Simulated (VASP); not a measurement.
# SiNi3 (Pm-3m) in VASP: further runs

SiNi3 is run at these levels: PBEsol, LDA; tasks: single point, relaxation of cell and atoms.

Everything below comes from runs of VASP 6.6.1. Logs are shortened: lines on timing, memory, paths and dates and some standing lists are left out, and cuts for length are marked.

## (1) The cell of the first run

It takes space group Pm-3m (No. 221, cubic). The conventional cell has a = 3.438 Å, b = 3.438 Å, c = 3.438 Å, α = 90.00°, β = 90.00°, γ = 90.00°. Ni (site symmetry 4/mmm) has 8 Ni at 2.43 Å and 4 Si at 2.43 Å within 3.2 Å. Within 3.2 Å of Si (site symmetry m-3m) lie 12 Ni at 2.43 Å.

## (2) Single point, PBEsol, collinear spin, ferromagnetic start

The input, INCAR:

```
ALGO     = Normal         # electronic algorithm
EDIFF    = 1E-6           # SCF threshold, eV
ENCUT    = 520            # plane-wave cutoff, eV
GGA      = PS             # functional
ISIF     = 2              # what is computed and relaxed
ISMEAR   = -1             # smearing method
ISPIN    = 2              # spin polarisation
LASPH    = T              # aspherical terms in the spheres
LCHARG   = F              # write CHGCAR
LMAXMIX  = 4              # l up to which the mixer works
LORBIT   = 11             # projections on sites
LREAL    = F              # projectors in reciprocal space
LWAVE    = F              # write WAVECAR
MAGMOM   = 1 1 1 0        # initial moments
NBANDS   = 29             # bands
NELM     = 150            # most SCF steps
PREC     = Accurate       # precision mode
SIGMA    = 0.05           # smearing width, eV
```

The input, KPOINTS:

```
k-points
0
Gamma
  8 8 8
```

The input, POSCAR:

```
SiNi3
1.0
    3.4381618182      0.0000000000      0.0000000000
    0.0000000000      3.4381618182      0.0000000000
    0.0000000000      0.0000000000      3.4381618182
Ni Si
3 1
Direct
    0.5000000000      0.5000000000      0.0000000000
    0.5000000000      0.0000000000      0.5000000000
    0.0000000000      0.5000000000      0.5000000000
    0.0000000000      0.0000000000      0.0000000000
```

Potentials or basis: VASP PAW PBE potentials, release 64 (Ni, Si).

Command:

```console
> cat potpaw_PBE.64/Ni/POTCAR potpaw_PBE.64/Si/POTCAR > POTCAR
> mpirun -np 1 vasp_std > vasp.out
```

OUTCAR:

```text
EDIFF = 1E-6
   ENCUT = 520
   GGA = PS
   ISIF = 2
   ISMEAR = -1
   ISPIN = 2
   LASPH = T
   LORBIT = 11
   LREAL = F
   NELM = 150
   PREC = Accurate

 ion  position               nearest neighbor table
   1  0.500  0.500  0.000-   2 2.43   3 2.43   4 2.43   2 2.43   3 2.43   2 2.43   4 2.43   2 2.43
                             3 2.43   4 2.43   3 2.43   4 2.43
   2  0.500  0.000  0.500-   1 2.43   3 2.43   4 2.43   1 2.43   4 2.43   1 2.43   3 2.43   1 2.43
                             3 2.43   4 2.43   4 2.43   3 2.43
   3  0.000  0.500  0.500-   1 2.43   2 2.43   4 2.43   1 2.43   4 2.43   2 2.43   4 2.43   4 2.43
                             1 2.43   2 2.43   1 2.43   2 2.43
   4  0.000  0.000  0.000-   1 2.43   2 2.43   3 2.43   2 2.43   3 2.43   1 2.43   3 2.43   3 2.43
                             1 2.43   2 2.43   2 2.43   1 2.43

  LATTYP: Found a simple cubic cell.
 ALAT       =     3.4381618182

  Lattice vectors:

 A1 = (   3.4381618182,   0.0000000000,   0.0000000000)
 A2 = (   0.0000000000,   3.4381618182,   0.0000000000)
 A3 = (   0.0000000000,   0.0000000000,   3.4381618182)

Analysis of symmetry for initial positions (statically):
=====================================================================
 Subroutine PRICEL returns:
 Original cell was already a primitive cell.

 Routine SETGRP: Setting up the symmetry group for a
 simple cubic supercell.

 Subroutine GETGRP returns: Found 48 space group operations
 (whereof 48 operations were pure point group operations)
 out of a pool of 48 trial point group operations.

The static configuration has the point symmetry O_h .

Analysis of symmetry for dynamics (positions and initial velocities):
=====================================================================
 Subroutine PRICEL returns:
 Original cell was already a primitive cell.

 Routine SETGRP: Setting up the symmetry group for a
 simple cubic supercell.

 Subroutine GETGRP returns: Found 48 space group operations
 (whereof 48 operations were pure point group operations)
 out of a pool of 48 trial point group operations.

The dynamic configuration has the point symmetry O_h .

Analysis of structural, dynamic, and magnetic symmetry:
=====================================================================
 Subroutine PRICEL returns:
 Original cell was already a primitive cell.

 Routine SETGRP: Setting up the symmetry group for a
 simple cubic supercell.

 Subroutine GETGRP returns: Found 48 space group operations
 (whereof 48 operations were pure point group operations)
 out of a pool of 48 trial point group operations.

The overall configuration has the point symmetry O_h .

 Subroutine INISYM returns: Found 48 space group operations
 (whereof 48 operations are pure point group operations),
 and found     1 'primitive' translations

----------------------------------------------------------------------------------------

                                     Primitive cell

  volume of cell :      40.6424

  direct lattice vectors                    reciprocal lattice vectors
     3.438161818  0.000000000  0.000000000     0.290853093  0.000000000  0.000000000
     0.000000000  3.438161818  0.000000000     0.000000000  0.290853093  0.000000000
     0.000000000  0.000000000  3.438161818     0.000000000  0.000000000  0.290853093

  length of vectors
     3.438161818  3.438161818  3.438161818     0.290853093  0.290853093  0.290853093

  position of ions in fractional coordinates (direct lattice)
     0.500000000  0.500000000  0.000000000
     0.500000000  0.000000000  0.500000000
     0.000000000  0.500000000  0.500000000
     0.000000000  0.000000000  0.000000000

  ion indices of the primitive-cell ions
   primitive index   ion index
                 1           1
                 2           2
                 3           3
                 4           4

----------------------------------------------------------------------------------------

 KPOINTS: k-points

Automatic generation of k-mesh.
 Grid dimensions read from file:
 generate k-points for:    8    8    8

 Generating k-lattice:

  Cartesian coordinates                     Fractional coordinates (reciprocal lattice)
     0.036356637  0.000000000  0.000000000     0.125000000  0.000000000  0.000000000
     0.000000000  0.036356637  0.000000000     0.000000000  0.125000000  0.000000000
     0.000000000  0.000000000  0.036356637     0.000000000  0.000000000  0.125000000

  Length of vectors
     0.036356637  0.036356637  0.036356637

  Shift w.r.t. Gamma in fractional coordinates (k-lattice)
     0.000000000  0.000000000  0.000000000

 Subroutine IBZKPT returns following result:
 ===========================================

 Found     35 irreducible k-points:

 Following reciprocal coordinates:
            Coordinates               Weight
  0.000000  0.000000  0.000000      1.000000
  0.125000  0.000000  0.000000      6.000000
  0.250000  0.000000  0.000000      6.000000
  0.375000  0.000000  0.000000      6.000000
  0.500000  0.000000  0.000000      3.000000
  0.125000  0.125000  0.000000     12.000000
[... 16 lines left out ...]
  0.375000  0.375000  0.125000     24.000000
  0.500000  0.375000  0.125000     24.000000
 [... further k-points ...]
   k-points           NKPTS =     35   k-points in BZ     NKDIM =     35   number of bands    NBANDS=     29
   number of dos      NEDOS =    301   number of ions     NIONS =      4
   total plane-waves  NPLWV =  21952
   dimension x,y,z NGX =    28 NGY =   28 NGZ =   28
   dimension x,y,z NGXF=    56 NGYF=   56 NGZF=   56
   ions per type =               3   1
   NGX,Y,Z   is equivalent  to a cutoff of  13.54, 13.54, 13.54 a.u.
   NGXF,Y,Z  is equivalent  to a cutoff of  27.08, 27.08, 27.08 a.u.
 SYSTEM =  unknown system
   PREC   = accura    normal or accurate (medium, high low for compatibility)
   ISTART =      0    job   : 0-new  1-cont  2-samecut
   ICHARG =      2    charge: 1-file 2-atom 10-const
   ISPIN  =      2    spin polarized calculation?
   LNONCOLLINEAR =      F non collinear calculations
   LSORBIT =      F    spin-orbit coupling
   LASPH  =      T    aspherical Exc in radial PAW
   ENCUT  =  520.0 eV  38.22 Ry    6.18 a.u.   6.39  6.39  6.39*2*pi/ulx,y,z
   NELM   =    150;   NELMIN=  2; NELMDL= -5     # of ELM steps
   EDIFF  = 0.1E-05   stopping-criterion for ELM
   LREAL  =      F    real-space projection
   EDIFFG = 0.1E-04   stopping-criterion for IOM
   NSW    =      0    number of steps for IOM
   IBRION =     -1    ionic relax: 0-MD 1-quasi-New 2-CG
   NFREE  =      0    steps in history (QN), initial steepest desc. (CG)
   ISIF   =      2    stress and relaxation
   ISYM   =      2    0-nonsym 1-usesym 2-fastsym
   POTIM  = 0.5000    time-step for ionic-motion
   TEBEG  =    0.0;   TEEND  =   0.0 temperature during run
   PSTRESS=    0.0 pullay stress
   NELECT =      34.0000    total number of electrons
   NUPDOWN=      -1.0000    fix difference up-down
   EMIN   =  10.00;   EMAX   =-10.00  energy-range for DOS
   EFERMI =   0.00;   METHOD = LEGACY
   ISMEAR =    -1;   SIGMA  =   0.05  broadening in eV -4-tet -1-fermi 0-gaus
   EFERMI_NEDOS =   21; number of points for ismear=-14 and -15
   IALGO  =     38    algorithm
   IMIX   =      4    mixing-type and parameters
     AMIX     =   0.40;   BMIX     =  1.00
     AMIX_MAG =   1.60;   BMIX_MAG =  1.00
  volume/ion in A,a.u.               =      10.16        68.57
  Fermi-wavevector in a.u.,A,eV,Ry     =   1.542558  2.915012 32.374860  2.379485
  Thomas-Fermi vector in A             =   2.648345
   LORBIT       =     11    0 simple, 1 ext, 2 COOP (PROOUT), +10 PAW based schemes
   GGA     = PS    functional components
   LHFCALC =     F    Hartree Fock is set to
   AEXX    =    0.0000 exact exchange contribution
   IVDW    =     0    specifies the selected vdW correction
   LEPSILON=     F    determine dielectric tensor
   LRPA    =     F    only Hartree local field effects (RPA)
 spin polarized calculation
  energy-cutoff  :      520.00
  volume of cell :       40.64
 maximum number of plane-waves:      1110
 NGX is ok and might be reduce to    28
   NGX = 13   NGY = 13   NGZ = 13

 number of electron      33.9999975 magnetization      -0.0059626

 number of electron      33.9999975 magnetization       0.0007426

 Free energy of the ion-electron system (eV)
  ---------------------------------------------------
  ext. energy  EPLUGINS =         0.00000000
  ---------------------------------------------------
  free energy    TOTEN  =       -26.28579527 eV

  energy without entropy =      -26.26878314  energy(sigma->0) =      -26.27728921

 E-fermi :  11.4060     XC(G=0): -13.5678

 val. band max:       11.3431560655   @ k =   0.1250   0.1250   0.0000
 cond. band min:      11.4242774644   @ k =   0.5000   0.3750   0.3750
 fundamental gap:      0.0811213989
 Fermi energy:        11.4060228279

 spin component 1

 k-point     1 :       0.0000    0.0000    0.0000
  band No.  band energies     occupation
      1      -0.9936      1.00000
      2       6.1367      1.00000
      3       6.9747      1.00000
      4       6.9747      1.00000
      5       7.5345      1.00000
      6       7.5345      1.00000
[... 757 lines left out ...]
     28      26.8331      0.00000
     29      29.1827      0.00000

 [... further k-points ...]

 spin component 2

 k-point     1 :       0.0000    0.0000    0.0000
  band No.  band energies     occupation
      1      -0.9937      1.00000
      2       6.1367      1.00000
      3       6.9749      1.00000
      4       6.9749      1.00000
      5       7.5348      1.00000
      6       7.5348      1.00000
[... 757 lines left out ...]
     28      26.8331      0.00000
     29      29.1827      0.00000

 [... further k-points ...]

------------------------ aborting loop because EDIFF is reached ----------------------------------------

  FORCE on cell =-STRESS in cart. coord.  units (eV):
  Direction    XX          YY          ZZ          XY          YZ          ZX
  --------------------------------------------------------------------------------------
  -------------------------------------------------------------------------------------
  Total        1.3032596      1.3032596      1.3032596      0.0000000      0.0000000      0.0000000
  in kB       51.3762696     51.3762696     51.3762696      0.0000000      0.0000000      0.0000000
  external PRESSURE =      51.3762696 kB  Pullay stress =       0.0000000 kB

 VOLUME and BASIS-vectors are now :
 -----------------------------------------------------------------------------
  energy-cutoff  :      520.00
  volume of cell :       40.64
      direct lattice vectors                 reciprocal lattice vectors
     3.438161818  0.000000000  0.000000000     0.290853093  0.000000000  0.000000000
     0.000000000  3.438161818  0.000000000     0.000000000  0.290853093  0.000000000
     0.000000000  0.000000000  3.438161818     0.000000000  0.000000000  0.290853093

 POSITION                                       TOTAL-FORCE (eV/Angst)
 -----------------------------------------------------------------------------------
      1.71908      1.71908      0.00000         0.000000      0.000000      0.000000
      1.71908      0.00000      1.71908         0.000000      0.000000      0.000000
      0.00000      1.71908      1.71908         0.000000      0.000000      0.000000
      0.00000      0.00000      0.00000         0.000000      0.000000      0.000000
 -----------------------------------------------------------------------------------
    total drift:                                0.000000      0.000000      0.000000

  FREE ENERGIE OF THE ION-ELECTRON SYSTEM (eV)
  ---------------------------------------------------
  free  energy   TOTEN  =       -26.2857952669 eV

  energy  without entropy=      -26.2687831432  energy(sigma->0) =      -26.27728921

 total charge

# of ion       s       p       d       tot
------------------------------------------
    1        0.517   0.640   8.447   9.604
    2        0.517   0.640   8.447   9.604
    3        0.517   0.640   8.447   9.604
    4        0.729   0.853   0.000   1.582
--------------------------------------------------
tot          2.279   2.773  25.341  30.393

 magnetization (x)

# of ion       s       p       d       tot
------------------------------------------
    1       -0.000  -0.000   0.000   0.000
    2       -0.000  -0.000   0.000   0.000
    3       -0.000  -0.000   0.000   0.000
    4       -0.000  -0.000   0.000  -0.000
--------------------------------------------------
tot         -0.000  -0.000   0.001   0.000
```

Wall time 81 s (1 thread of Intel Xeon Platinum 8259CL at 2.50GHz (Skylake/Cascade Lake), shared host); peak memory 0.2 GiB.

What came out:

| Property | Result |
| --- | --- |
| Free energy | -26.2858 eV |
| Pressure | 5.1 GPa |
| Band gap on the k mesh | zero (filled and empty bands overlap) |
| Net moment | 0.00 μB per cell |
| Valence electrons inside the program's atomic spheres | Ni 9.60; Si 1.58 |

Caveat: the cell stands under pressure; the PAW data sets were made with another functional, which shifts forces and pressure a little.

## (3) Single point, PBEsol, collinear spin, ferromagnetic start

This run uses another cell than the first one, of 10.36 Å³/atom.

The input, INCAR:

```
PREC = Accurate
ENCUT = 520
EDIFF = 1E-7
ISMEAR = -1
SIGMA = 0.05
LREAL = False
LASPH = True
NELM = 150
ALGO = Normal
ISIF = 2
LWAVE = False
LCHARG = False
ISPIN = 2
MAGMOM = 1 1 1 0
LORBIT = 11
LMAXMIX = 4
GGA = PS
NBANDS = 29
```

The input, KPOINTS:

```
regular mesh
0
Gamma
  8 8 8
```

The input, POSCAR:

```
SiNi3
1.0
    3.4610120488      0.0000000000      0.0000000000
    0.0000000000      3.4610120488      0.0000000000
    0.0000000000      0.0000000000      3.4610120488
Ni Si
3 1
Direct
    0.5000000000      0.5000000000      0.0000000000
    0.5000000000      0.0000000000      0.5000000000
    0.0000000000      0.5000000000      0.5000000000
    0.0000000000      0.0000000000      0.0000000000
```

Potentials or basis: VASP PAW PBE potentials, release 64 (Ni, Si).

Command:

```console
> cat potpaw_PBE.64/Ni/POTCAR potpaw_PBE.64/Si/POTCAR > POTCAR
> mpirun -np 1 vasp_std > vasp.out
```

It took 92 s on 1 thread of Intel Xeon Platinum 8259CL at 2.50GHz (Skylake/Cascade Lake), shared host; peak memory 0.2 GiB.

The run converged. Its results:

```yaml
Free_energy: -26.2990 eV
Pressure: 0.1 GPa
Band_gap_on_the_k_mesh: zero (filled and empty bands overlap)
Net_moment: 0.00 μB per cell
Valence_electrons_inside_the_program's_atomic_spheres: Ni 9.56; Si 1.57
```

Levels at points of the mesh, in eV from the Fermi level:
Spin up:
| k point | band 13 | band 14 | band 15 | band 16 | band 17 | band 18 | band 19 | band 20 | band 21 | band 22 |
| --- | --- | --- | --- | --- | --- | --- | --- | --- | --- | --- |
| (0.00, 0.00, 0.00) | -0.93 | -0.64 | -0.64 | -0.30 | 0.03 | 0.03 | 0.03 | 5.21 | 6.51 | 6.51 |
| (0.50, 0.00, 0.00) | -1.39 | -1.36 | -1.21 | -0.57 | 0.03 | 3.78 | 3.78 | 5.34 | 5.34 | 5.49 |
| (0.50, 0.50, 0.00) | -1.51 | -1.51 | -1.17 | -1.07 | -1.01 | 0.70 | 0.70 | 5.87 | 6.53 | 7.81 |
| (0.50, 0.50, 0.50) | -1.52 | -1.31 | -1.31 | -0.52 | -0.21 | -0.21 | -0.21 | 1.40 | 4.18 | 4.18 |
Spin down:
```
           k point  band 13  band 14  band 15  band 16  band 17  band 18  band 19  band 20  band 21  band 22
(0.00, 0.00, 0.00)    -0.93    -0.64    -0.64    -0.30     0.03     0.03     0.03     5.21     6.51     6.51
(0.50, 0.00, 0.00)    -1.39    -1.36    -1.21    -0.57     0.03     3.78     3.78     5.34     5.34     5.49
(0.50, 0.50, 0.00)    -1.51    -1.51    -1.17    -1.07    -1.01     0.70     0.70     5.87     6.53     7.81
(0.50, 0.50, 0.50)    -1.52    -1.31    -1.31    -0.52    -0.21    -0.21    -0.21     1.40     4.18     4.18
```

Caveat: the PAW data sets were made with another functional, which shifts forces and pressure a little.

## (4) Relaxation of cell and atoms, PBEsol, collinear spin, ferromagnetic start

This run uses another cell than the first one, of 11.11 Å³/atom.

The input, INCAR:

```
SYSTEM = SiNi3
PREC = Accurate
ENCUT = 600
EDIFF = 1E-7
ISMEAR = -1
SIGMA = 0.05
LREAL = .False.
LASPH = .True.
NELM = 150
ALGO = Normal
ISIF = 3
LWAVE = .False.
LCHARG = .False.
ISPIN = 2
MAGMOM = 1 1 1 0
LORBIT = 11
LMAXMIX = 4
GGA = PS
IBRION = 2
NSW = 80
EDIFFG = -0.01
```

The input, KPOINTS:

```
Automatic mesh
0
Gamma
  8 8 8
  0 0 0
```

The input, POSCAR:

```
SiNi3
1.0
    3.5420000000      0.0000000000      0.0000000000
    0.0000000000      3.5420000000      0.0000000000
    0.0000000000      0.0000000000      3.5420000000
Ni Si
3 1
Direct
    0.5000000000      0.5000000000      0.0000000000
    0.5000000000      0.0000000000      0.5000000000
    0.0000000000      0.5000000000      0.5000000000
    0.0000000000      0.0000000000      0.0000000000
```

Command:

```console
> cat potpaw_PBE.64/Ni/POTCAR potpaw_PBE.64/Si/POTCAR > POTCAR
> mpirun -np 1 vasp_std > vasp.out
```

It took 4.7 min on 1 thread of Intel Xeon Platinum 8259CL at 2.50GHz (Skylake/Cascade Lake), shared host; peak memory 0.22 GiB.

It converged, with:

```yaml
Free_energy: -26.3001 eV
Relaxed_volume: 10.36 Å³/atom
Relaxed_cell: a = 3.461 Å, b = 3.461 Å, c = 3.461 Å, α = 90.00°, β = 90.00°, γ = 90.00°
Space_group_after_relaxing_to_0.1_Å: Pm-3m (No. 221)
Energy_gained_by_relaxing: 34.6 meV/atom
Ionic_steps: 4
Pressure_after_relaxing: 0.1 GPa
Band_gap_on_the_k_mesh: zero (filled and empty bands overlap)
Net_moment: 0.00 μB per cell
Valence_electrons_inside_the_program's_atomic_spheres: Ni 9.56; Si 1.57
```

The path:
```csv
step,energy change (eV),largest force (eV/Å),pressure (GPa),volume (Å³)
1,0.0000,0.0000,-13.97,44.44
2,0.0446,0.0000,21.16,38.49
3,-0.1386,0.0000,-0.19,41.51
4,-0.1386,0.0000,0.09,41.45
```

Final structure:
```
Ni Si
1.0
     3.46086    0.00000    0.00000
     0.00000    3.46086    0.00000
     0.00000    0.00000    3.46086
Ni Si
3 1
Direct
  0.50000 0.50000 0.00000
  0.50000 0.00000 0.50000
  0.00000 0.50000 0.50000
  0.00000 0.00000 0.00000
```

Levels at points of the mesh, in eV from the Fermi level:
Spin up:
| k point | band 13 | band 14 | band 15 | band 16 | band 17 | band 18 | band 19 | band 20 | band 21 | band 22 |
| --- | --- | --- | --- | --- | --- | --- | --- | --- | --- | --- |
| (0.00, 0.00, 0.00) | -0.93 | -0.64 | -0.64 | -0.30 | 0.03 | 0.03 | 0.03 | 5.21 | 6.51 | 6.51 |
| (0.50, 0.00, 0.00) | -1.39 | -1.36 | -1.21 | -0.57 | 0.03 | 3.78 | 3.78 | 5.34 | 5.34 | 5.49 |
| (0.50, 0.50, 0.00) | -1.51 | -1.51 | -1.17 | -1.07 | -1.01 | 0.70 | 0.70 | 5.87 | 6.53 | 7.81 |
| (0.50, 0.50, 0.50) | -1.52 | -1.31 | -1.31 | -0.52 | -0.21 | -0.21 | -0.21 | 1.40 | 4.18 | 4.18 |
Spin down:
```csv
k point,band 15,band 16,band 17,band 18,band 19,band 20
"(0.00, 0.00, 0.00)",-0.64,-0.30,0.03,0.03,0.03,5.21
"(0.50, 0.00, 0.00)",-1.21,-0.57,0.03,3.78,3.78,5.34
"(0.50, 0.50, 0.00)",-1.17,-1.07,-1.01,0.70,0.70,5.87
"(0.50, 0.50, 0.50)",-1.31,-0.52,-0.21,-0.21,-0.21,1.40
```

Caveat: the PAW data sets were made with another functional, which shifts forces and pressure a little.

(Part 1 of 2 ends here.)
